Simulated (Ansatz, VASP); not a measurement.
Two plane-wave programs on Li5Cl3

```
CELL_PARAMETERS angstrom
7.73993 0.00000 0.00000
-3.86996 6.70297 0.00000
0.00000 0.00000 4.54486
ATOMIC_POSITIONS crystal
Li 0.50000 0.00000 0.00000
Li 0.00000 0.50000 0.00000
Li 0.50000 0.50000 0.00000
Li 0.00000 0.00000 0.25141
Li 0.00000 0.00000 0.74859
Cl 0.50000 0.00000 0.50000
Cl 0.00000 0.50000 0.50000
Cl 0.50000 0.50000 0.50000
```

Alike in both runs: functional PBE; k mesh 6 × 6 × 4; occupations gaussian, width 0.1 eV; no spin polarisation.

Ansatz relaxed the structure, and its values are those at the end. VASP's run is a single point on that final structure, the one shown.

|  | VASP | Ansatz |
| --- | --- | --- |
| version | VASP 6.6.1 | Ansatz 0.2.0 |
| potentials or method | VASP PAW PBE potentials, release 64 (Li_sv, Cl), cutoff 520 eV | scalar-relativistic, plane waves, PAW |
| valence electrons in the cell | 36 | 36 |

Ansatz gave:

```
gap on the k mesh at the Fermi level (eV) : 0.16
least direct gap on the mesh (eV)         : 0.16
rms of the force components (eV/Å)        : 0.004
```

Question: What did VASP give for the same quantities?

Answer: gap on the k mesh at the Fermi level (eV): 0.17; least direct gap on the mesh (eV): 0.17; rms of the force components (eV/Å): 0.008.

The functional is the same, so the differences come from potentials, cutoffs and numerics.

Noted on VASP's run: the cutoff is short for stress, so the pressure is rough.
